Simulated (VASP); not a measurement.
# As3Au (Pm-3m) in VASP: a series of runs

Runs on As3Au. Level: PBE. Tasks: single point, relaxation of cell and atoms.

Program: VASP 6.6.1. These are calculated values, not measurements. Logs are shortened: lines on timing, memory, paths and dates and some standing lists are left out, and cuts for length are marked.

**1. The cell of the first run**

The structure is cubic, space group Pm-3m (No. 221). The conventional cell has a = 4.291 Å, b = 4.291 Å, c = 4.291 Å, α = 90.00°, β = 90.00°, γ = 90.00°. Within 4.0 Å of As (site symmetry 4/mmm) lie 8 As at 3.03 Å and 4 Au at 3.03 Å. Au (site symmetry m-3m) has 12 As at 3.03 Å within 4.0 Å.

**2. Single point, PBE**

Contents of INCAR:

```
SYSTEM = As3Au
PREC = Accurate
ENCUT = 520
EDIFF = 1E-6
ISMEAR = 0
SIGMA = 0.1
LREAL = .FALSE.
LASPH = .TRUE.
NELM = 60
ALGO = Normal
ISIF = 2
LWAVE = .FALSE.
LCHARG = .FALSE.
GGA = PE
NBANDS = 21
```

Contents of KPOINTS:

```
regular mesh
0
G
  4 4 4
  0 0 0
```

Contents of POSCAR:

```
As3Au
1.0
    4.2905496314      0.0000000000      0.0000000000
    0.0000000000      4.2905496314      0.0000000000
    0.0000000000      0.0000000000      4.2905496314
As Au
3 1
Direct
    0.0000000000      0.5000000000      0.5000000000
    0.5000000000      0.0000000000      0.5000000000
    0.5000000000      0.5000000000      0.0000000000
    0.0000000000      0.0000000000      0.0000000000
```

Potentials or basis: VASP PAW PBE potentials, release 64 (As, Au).

Started as:

```sh
$ cat potpaw_PBE.64/As/POTCAR potpaw_PBE.64/Au/POTCAR > POTCAR
$ mpirun -np 1 vasp_std > vasp.out
```

OUTCAR:

```text
SYSTEM = As3Au
   PREC = Accurate
   ENCUT = 520
   EDIFF = 1E-6
   ISMEAR = 0
   LREAL = .FALSE.
   LASPH = .TRUE.
   NELM = 60
   ISIF = 2
   GGA = PE

 ion  position               nearest neighbor table
   1  0.000  0.500  0.500-   4 3.03   4 3.03   4 3.03   4 3.03
   2  0.500  0.000  0.500-   4 3.03   4 3.03   4 3.03   4 3.03
   3  0.500  0.500  0.000-   4 3.03   4 3.03   4 3.03   4 3.03
   4  0.000  0.000  0.000-   1 3.03   2 3.03   3 3.03   1 3.03   2 3.03   1 3.03   3 3.03   1 3.03
                             2 3.03   3 3.03   2 3.03   3 3.03

  LATTYP: Found a simple cubic cell.
 ALAT       =     4.2905496314

  Lattice vectors:

 A1 = (   4.2905496314,   0.0000000000,   0.0000000000)
 A2 = (   0.0000000000,   4.2905496314,   0.0000000000)
 A3 = (   0.0000000000,   0.0000000000,   4.2905496314)

Analysis of symmetry for initial positions (statically):
=====================================================================
 Subroutine PRICEL returns:
 Original cell was already a primitive cell.

 Routine SETGRP: Setting up the symmetry group for a
 simple cubic supercell.

 Subroutine GETGRP returns: Found 48 space group operations
 (whereof 48 operations were pure point group operations)
 out of a pool of 48 trial point group operations.

The static configuration has the point symmetry O_h .

Analysis of symmetry for dynamics (positions and initial velocities):
=====================================================================
 Subroutine PRICEL returns:
 Original cell was already a primitive cell.

 Routine SETGRP: Setting up the symmetry group for a
 simple cubic supercell.

 Subroutine GETGRP returns: Found 48 space group operations
 (whereof 48 operations were pure point group operations)
 out of a pool of 48 trial point group operations.

The dynamic configuration has the point symmetry O_h .

 Subroutine INISYM returns: Found 48 space group operations
 (whereof 48 operations are pure point group operations),
 and found     1 'primitive' translations

----------------------------------------------------------------------------------------

                                     Primitive cell

  volume of cell :      78.9839

  direct lattice vectors                    reciprocal lattice vectors
     4.290549631  0.000000000  0.000000000     0.233070372  0.000000000  0.000000000
     0.000000000  4.290549631  0.000000000     0.000000000  0.233070372  0.000000000
     0.000000000  0.000000000  4.290549631     0.000000000  0.000000000  0.233070372

  length of vectors
[... 72 lines left out ...]
   LREAL  =      F    real-space projection
   EDIFFG = 0.1E-04   stopping-criterion for IOM
   NSW    =      0    number of steps for IOM
   IBRION =     -1    ionic relax: 0-MD 1-quasi-New 2-CG
   NFREE  =      0    steps in history (QN), initial steepest desc. (CG)
   ISIF   =      2    stress and relaxation
   ISYM   =      2    0-nonsym 1-usesym 2-fastsym
   POTIM  = 0.5000    time-step for ionic-motion
   TEBEG  =    0.0;   TEEND  =   0.0 temperature during run
   PSTRESS=    0.0 pullay stress
   NELECT =      26.0000    total number of electrons
   NUPDOWN=      -1.0000    fix difference up-down
   EMIN   =  10.00;   EMAX   =-10.00  energy-range for DOS
   EFERMI =   0.00;   METHOD = LEGACY
   ISMEAR =     0;   SIGMA  =   0.10  broadening in eV -4-tet -1-fermi 0-gaus
   EFERMI_NEDOS =   21; number of points for ismear=-14 and -15
   IALGO  =     38    algorithm
   IMIX   =      4    mixing-type and parameters
     AMIX     =   0.40;   BMIX     =  1.00
     AMIX_MAG =   1.60;   BMIX_MAG =  1.00
  volume/ion in A,a.u.               =      19.75       133.25
  Fermi-wavevector in a.u.,A,eV,Ry     =   1.130368  2.136085 17.384583  1.277731
  Thomas-Fermi vector in A             =   2.267064
   LORBIT       =      0    0 simple, 1 ext, 2 COOP (PROOUT), +10 PAW based schemes
   GGA     = PE    functional components
   LHFCALC =     F    Hartree Fock is set to
   AEXX    =    0.0000 exact exchange contribution
   IVDW    =     0    specifies the selected vdW correction
   LEPSILON=     F    determine dielectric tensor
   LRPA    =     F    only Hartree local field effects (RPA)
 non-spin polarized calculation
 Gauss-broadening in eV      SIGMA  =   0.10
  energy-cutoff  :      520.00
  volume of cell :       78.98
 maximum number of plane-waves:      2176
 NGX is ok and might be reduce to    32
   NGX = 15   NGY = 15   NGZ = 15

 number of electron      26.0000006 magnetization

 Free energy of the ion-electron system (eV)
  ---------------------------------------------------
  ext. energy  EPLUGINS =         0.00000000
  ---------------------------------------------------
  free energy    TOTEN  =       -15.21476807 eV

  energy without entropy =      -15.17535718  energy(sigma->0) =      -15.19506262

 E-fermi :   6.7374     XC(G=0): -10.9221

 val. band max:        6.7219129529   @ k =   0.5000   0.2500   0.2500
 cond. band min:       6.7585300154   @ k =   0.2500   0.2500   0.2500
 fundamental gap:      0.0366170625
 Fermi energy:         6.7373515951

 k-point     1 :       0.0000    0.0000    0.0000
  band No.  band energies     occupation
      1      -7.5695      2.00000
      2      -2.5255      2.00000
      3      -2.5255      2.00000
      4       1.9310      2.00000
      5       1.9310      2.00000
      6       1.9310      2.00000
[... 229 lines left out ...]
     20      16.7663      0.00000
     21      16.7663      0.00000

------------------------ aborting loop because EDIFF is reached ----------------------------------------

  FORCE on cell =-STRESS in cart. coord.  units (eV):
  Direction    XX          YY          ZZ          XY          YZ          ZX
  --------------------------------------------------------------------------------------
  -------------------------------------------------------------------------------------
  Total       -0.4980415     -0.4980415     -0.4980415      0.0000000      0.0000000      0.0000000
  in kB      -10.1026964    -10.1026964    -10.1026964      0.0000000      0.0000000      0.0000000
  external PRESSURE =     -10.1026964 kB  Pullay stress =       0.0000000 kB

 VOLUME and BASIS-vectors are now :
 -----------------------------------------------------------------------------
  energy-cutoff  :      520.00
  volume of cell :       78.98
      direct lattice vectors                 reciprocal lattice vectors
     4.290549631  0.000000000  0.000000000     0.233070372  0.000000000  0.000000000
     0.000000000  4.290549631  0.000000000     0.000000000  0.233070372  0.000000000
     0.000000000  0.000000000  4.290549631     0.000000000  0.000000000  0.233070372

 POSITION                                       TOTAL-FORCE (eV/Angst)
 -----------------------------------------------------------------------------------
      0.00000      2.14527      2.14527         0.000000      0.000000      0.000000
      2.14527      0.00000      2.14527         0.000000      0.000000      0.000000
      2.14527      2.14527      0.00000         0.000000      0.000000      0.000000
      0.00000      0.00000      0.00000         0.000000      0.000000      0.000000
 -----------------------------------------------------------------------------------
    total drift:                                0.000000     -0.000000     -0.000000

  FREE ENERGIE OF THE ION-ELECTRON SYSTEM (eV)
  ---------------------------------------------------
  free  energy   TOTEN  =       -15.2147680651 eV

  energy  without entropy=      -15.1753571753  energy(sigma->0) =      -15.19506262
```

OSZICAR:

```text
N       E                     dE             d eps       ncg     rms          rms(c)
DAV:   1     0.111875858321E+03    0.11188E+03   -0.11377E+04   420   0.107E+03
DAV:   2    -0.101866442215E+02   -0.12206E+03   -0.11710E+03   493   0.202E+02
DAV:   3    -0.157596083100E+02   -0.55730E+01   -0.54927E+01   498   0.390E+01
DAV:   4    -0.158022558336E+02   -0.42648E-01   -0.42612E-01   470   0.378E+00
DAV:   5    -0.158025266505E+02   -0.27082E-03   -0.27080E-03   508   0.319E-01    0.696E+00
DAV:   6    -0.153084741200E+02    0.49405E+00   -0.41913E+00   450   0.154E+01    0.697E+00
DAV:   7    -0.152240803725E+02    0.84394E-01   -0.30451E-01   445   0.482E+00    0.342E+00
DAV:   8    -0.152172055227E+02    0.68748E-02   -0.61184E-02   480   0.158E+00    0.455E-01
DAV:   9    -0.152147848697E+02    0.24207E-02   -0.11201E-02   450   0.898E-01    0.153E-01
DAV:  10    -0.152147708621E+02    0.14008E-04   -0.85822E-04   495   0.155E-01    0.586E-02
DAV:  11    -0.152147682714E+02    0.25907E-05   -0.22540E-05   462   0.278E-02    0.108E-02
DAV:  12    -0.152147680651E+02    0.20632E-06   -0.15669E-06   305   0.937E-03
   1 F= -.15214768E+02 E0= -.15195063E+02  d E =-.394109E-01
```

It took 6.4 s on 1 thread of Intel Xeon 6975P-C (Granite Rapids), shared host; peak memory 0.18 GiB.

What came out:

```
Free energy            : -15.2148 eV
Pressure               : -1.0 GPa
Band gap on the k mesh : zero (bands 13 and 14 overlap by 1.31 eV)
```

Levels at points of the mesh, in eV from the Fermi level:
```csv
k point,band 9,band 10,band 11,band 12,band 13,band 14,band 15,band 16,band 17,band 18
"(0.00, 0.00, 0.00)",-4.39,-4.02,-4.02,-1.70,0.33,0.33,0.33,2.68,2.68,2.68
"(0.50, 0.00, 0.00)",-3.30,-2.07,-2.07,-1.91,-1.91,-0.97,0.48,2.69,2.69,4.09
"(0.50, 0.50, 0.00)",-3.80,-3.02,-1.70,-1.64,-1.64,0.17,0.17,2.52,3.42,3.66
"(0.50, 0.50, 0.50)",-4.10,-3.72,-3.72,-3.72,-2.99,3.66,3.66,3.66,3.70,3.70
```

Caveat: the k points lie up to 0.37 Å⁻¹ apart, too coarse for converged energies and pressures of a metal; spin-orbit coupling is left out, which moves the levels of the heavy elements.

**3. Single point, PBE**

This run uses another cell than the first one, of 19.31 Å³/atom.

Contents of INCAR:

```
PREC = Accurate ; ENCUT = 520
EDIFF = 1E-7 ; ISMEAR = 0
SIGMA = 0.1 ; LREAL = F
LASPH = T ; NELM = 80
ALGO = Normal ; ISIF = 2
LWAVE = F ; LCHARG = F
GGA = PE ; NBANDS = 21
```

Contents of KPOINTS:

```
regular mesh
0
Gamma
  12 12 12
```

Contents of POSCAR:

```
As3Au
1.0
    4.2590978070      0.0000000000      0.0000000000
    0.0000000000      4.2590978070      0.0000000000
    0.0000000000      0.0000000000      4.2590978070
As Au
3 1
Direct
    0.0000000000      0.5000000000      0.5000000000
    0.5000000000      0.0000000000      0.5000000000
    0.5000000000      0.5000000000      0.0000000000
    0.0000000000      0.0000000000      0.0000000000
```

Potentials or basis: VASP PAW PBE potentials, release 64 (As, Au).

Started as:

```sh
$ cat potpaw_PBE.64/As/POTCAR potpaw_PBE.64/Au/POTCAR > POTCAR
$ mpirun -np 1 vasp_std > vasp.out
```

Wall time 36 s (1 thread of Intel Xeon 6975P-C (Granite Rapids), shared host); peak memory 0.26 GiB.

The run converged. Its results:

* Free energy: -15.4148 eV
* Pressure: 0.0 GPa
* Band gap on the k mesh: zero (bands 13 and 14 overlap by 1.39 eV)

Levels at points of the mesh, in eV from the Fermi level:
```
           k point  band 9  band 10  band 11  band 12  band 13  band 14  band 15  band 16  band 17  band 18
(0.00, 0.00, 0.00)   -4.42    -4.01    -4.01    -1.70     0.33     0.33     0.33     2.76     2.76     2.76
(0.50, 0.00, 0.00)   -3.27    -2.15    -2.15    -1.91    -1.91    -0.99     0.53     2.77     2.77     4.22
(0.50, 0.50, 0.00)   -3.80    -3.02    -1.74    -1.66    -1.66     0.21     0.21     2.62     3.53     3.64
(0.50, 0.50, 0.50)   -4.11    -3.70    -3.70    -3.70    -3.05     3.76     3.76     3.76     3.82     3.82
```

Caveat: spin-orbit coupling is left out, which moves the levels of the heavy elements.

**4. Relaxation of cell and atoms, PBE**

Contents of INCAR:

```
SYSTEM = As3Au
ALGO = Normal
EDIFF = 1E-7
EDIFFG = -0.01
ENCUT = 600
GGA = PE
IBRION = 2
ISIF = 3
ISMEAR = 0
LASPH = .True.
LCHARG = .False.
LREAL = .False.
LWAVE = .False.
NELM = 60
NSW = 100
PREC = Accurate
SIGMA = 0.1
```

Contents of KPOINTS:

```
k-points
0
Gamma
  12 12 12
  0 0 0
```

Contents of POSCAR:

```
As3Au
1.0
    4.2905496314      0.0000000000      0.0000000000
    0.0000000000      4.2905496314      0.0000000000
    0.0000000000      0.0000000000      4.2905496314
As Au
3 1
Direct
    0.0000000000      0.5000000000      0.5000000000
    0.5000000000      0.0000000000      0.5000000000
    0.5000000000      0.5000000000      0.0000000000
    0.0000000000      0.0000000000      0.0000000000
```

Potentials or basis: VASP PAW PBE potentials, release 64 (As, Au).

Started as:

```sh
$ cat potpaw_PBE.64/As/POTCAR potpaw_PBE.64/Au/POTCAR > POTCAR
$ mpirun -np 1 vasp_std > vasp.out
```

OUTCAR:

```text
SYSTEM = As3Au
   EDIFF = 1E-7
   EDIFFG = -0.01
   ENCUT = 600
   GGA = PE
   IBRION = 2
   ISIF = 3
   ISMEAR = 0
   LASPH = .True.
   LREAL = .False.
   NELM = 60
   NSW = 100
   PREC = Accurate

 ion  position               nearest neighbor table
   1  0.000  0.500  0.500-   4 3.03   4 3.03   4 3.03   4 3.03
   2  0.500  0.000  0.500-   4 3.03   4 3.03   4 3.03   4 3.03
   3  0.500  0.500  0.000-   4 3.03   4 3.03   4 3.03   4 3.03
   4  0.000  0.000  0.000-   1 3.03   2 3.03   3 3.03   1 3.03   2 3.03   1 3.03   3 3.03   1 3.03
                             2 3.03   3 3.03   2 3.03   3 3.03

  LATTYP: Found a simple cubic cell.
 ALAT       =     4.2905496314

  Lattice vectors:

 A1 = (   4.2905496314,   0.0000000000,   0.0000000000)
 A2 = (   0.0000000000,   4.2905496314,   0.0000000000)
 A3 = (   0.0000000000,   0.0000000000,   4.2905496314)

Analysis of symmetry for initial positions (statically):
=====================================================================
 Subroutine PRICEL returns:
 Original cell was already a primitive cell.

 Routine SETGRP: Setting up the symmetry group for a
 simple cubic supercell.

 Subroutine GETGRP returns: Found 48 space group operations
[... 178 lines left out ...]
  -------------------------------------------------------------------------------------
  Total       -0.8958413     -0.8958413     -0.8958413     -0.0000000      0.0000000     -0.0000000
  in kB      -18.1720064    -18.1720064    -18.1720064     -0.0000000      0.0000000     -0.0000000
  external PRESSURE =     -18.1720064 kB  Pullay stress =       0.0000000 kB
[... 63 lines left out ...]
--------------------------------------- Ionic step        3  -------------------------------------------

 number of electron      26.0000000 magnetization

 Free energy of the ion-electron system (eV)
  ---------------------------------------------------
  ext. energy  EPLUGINS =         0.00000000
  ---------------------------------------------------
  free energy    TOTEN  =       -15.41485913 eV

  energy without entropy =      -15.40050303  energy(sigma->0) =      -15.40768108

 E-fermi :   6.9943     XC(G=0): -11.0287

 val. band max:        6.9923555465   @ k =   0.5000   0.4167   0.0000
 cond. band min:       6.9961506192   @ k =   0.4167   0.0833   0.0833
 fundamental gap:      0.0037950727
 Fermi energy:         6.9942630691

 k-point     1 :       0.0000    0.0000    0.0000
  band No.  band energies     occupation
      1      -7.4970      2.00000
      2      -2.2888      2.00000
      3      -2.2888      2.00000
      4       2.0711      2.00000
      5       2.0711      2.00000
      6       2.0711      2.00000
[... 457 lines left out ...]
      4       0.4216      2.00000
      5       1.7055      2.00000
      6       1.9518      2.00000
[... 9 lines left out ...]
     16       9.2549      0.00000
     17       9.8971      0.00000

 [... further k-points ...]

------------------------ aborting loop because EDIFF is reached ----------------------------------------

  FORCE on cell =-STRESS in cart. coord.  units (eV):
  Direction    XX          YY          ZZ          XY          YZ          ZX
  --------------------------------------------------------------------------------------
  -------------------------------------------------------------------------------------
  Total        0.0022894      0.0022894      0.0022894      0.0000000      0.0000000     -0.0000000
  in kB        0.0474804      0.0474804      0.0474804      0.0000000      0.0000000     -0.0000000
  external PRESSURE =       0.0474804 kB  Pullay stress =       0.0000000 kB
[... 19 lines left out ...]
  FREE ENERGIE OF THE ION-ELECTRON SYSTEM (eV)
  ---------------------------------------------------
  free  energy   TOTEN  =       -15.4148591313 eV

  energy  without entropy=      -15.4005030334  energy(sigma->0) =      -15.40768108

 reached required accuracy - stopping structural energy minimisation
```

It took 1.8 min on 1 thread of Intel Xeon 6975P-C (Granite Rapids), shared host; peak memory 0.31 GiB.

What came out:

```yaml
Free_energy: -15.4149 eV
Relaxed_volume: 19.31 Å³/atom
Relaxed_cell: a = 4.259 Å, b = 4.259 Å, c = 4.259 Å, α = 90.00°, β = 90.00°, γ = 90.00°
Space_group_after_relaxing_to_0.1_Å: Pm-3m (No. 221)
Energy_gained_by_relaxing: 2.5 meV/atom
Ionic_steps: 3
Pressure_after_relaxing: 0.0 GPa
Band_gap_on_the_k_mesh: zero (bands 13 and 14 overlap by 1.39 eV)
```

The path:
| step | energy change (eV) | largest force (eV/Å) | pressure (GPa) | volume (Å³) |
| --- | --- | --- | --- | --- |
| 1 | 0.0000 | 0.0000 | -1.82 | 78.98 |
| 2 | -0.0077 | 0.0000 | 0.94 | 76.45 |
| 3 | -0.0100 | 0.0000 | 0.00 | 77.25 |

Final structure:
```cif
data_structure
_symmetry_space_group_name_H-M 'P 1'
_symmetry_Int_Tables_number 1
_cell_length_a 4.2590
_cell_length_b 4.2590
_cell_length_c 4.2590
_cell_angle_alpha 90.000
_cell_angle_beta 90.000
_cell_angle_gamma 90.000
_cell_volume 77.25
loop_
_atom_site_label
_atom_site_type_symbol
_atom_site_fract_x
_atom_site_fract_y
_atom_site_fract_z
_atom_site_occupancy
As1 As 0.00000 0.50000 0.50000 1
As2 As 0.50000 0.00000 0.50000 1
As3 As 0.50000 0.50000 0.00000 1
Au1 Au 0.00000 0.00000 0.00000 1
```

Caveat: spin-orbit coupling is left out, which moves the levels of the heavy elements.

**5. Overview**

| task | cell | k mesh | cutoff (eV) | gap on the mesh (eV) | pressure (GPa) |
| --- | --- | --- | --- | --- | --- |
| single point | a = 4.291 Å, 4 atoms | 4 × 4 × 4 | 520 | none | -1.0 |
| single point | a = 4.259 Å, 4 atoms | 12 × 12 × 12 | 520 | none | 0.0 |
| relaxation of cell and atoms | relaxed from a = 4.291 Å, 4 atoms | 12 × 12 × 12 | 600 | none | 0.0 |

Alike in all rows: level PBE; potentials or basis VASP PAW PBE potentials, release 64 (As, Au); no spin polarisation; smearing gaussian 0.1 eV.

Caveats: some runs use coarse meshes; spin-orbit coupling is left out, which moves the levels of the heavy elements.

Absolute energies hang on the potentials; compare differences alone.
